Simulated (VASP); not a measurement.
Runs of VASP 6.6.1 on Mo3Pt. It takes space group Pm-3m (No. 221, cubic). Conventional cell: a = 3.974 Å, b = 3.974 Å, c = 3.974 Å, α = 90.00°, β = 90.00°, γ = 90.00°. Within 3.7 Å of Mo (site symmetry 4/mmm) lie 8 Mo at 2.81 Å and 4 Pt at 2.81 Å. Pt (site symmetry m-3m) has 12 Mo at 2.81 Å within 3.7 Å. 

| potentials or basis | k mesh | cutoff (eV) | second run | gap on the mesh (eV) | pressure (GPa) |
| --- | --- | --- | --- | --- | --- |
| VASP PAW LDA potentials, release 64 (Mo_sv, Pt) | 4 × 4 × 4 | 520 | - | none | -13.6 |
| VASP PAW LDA potentials, release 64 (Mo_sv, Pt) | 6 × 6 × 6 | 520 | - | none | -13.8 |
| VASP PAW LDA potentials, release 64 (Mo_sv, Pt) | 2 × 2 × 2 | 520 | - | none | -9.3 |
| VASP PAW LDA potentials, release 64 (Mo_sv, Pt_sv_GW) | 3 × 3 × 3 | 500 | valence_matched | none | (a) |
| VASP PAW LDA potentials, release 64 (Mo_sv, Pt_sv_GW) | 4 × 4 × 4 | 500 | valence_matched | none | (b) |

Alike in all rows: task single point; level LDA; no spin polarisation; cell as given; smearing methfessel-paxton 0.1 eV.

**Question.** Estimate the missing entries.

**Answer.** (a) -15.1; (b) -14.4.

Caveats: some runs use coarse meshes; spin-orbit coupling is left out, which moves the levels of the heavy elements.

A k mesh can miss the band edges, and the runs leave out spin-orbit coupling on Mo, Pt.

A gap of «none» marks levels without a gap at the run's occupations.

The runs don't all hold the same shells in valence.
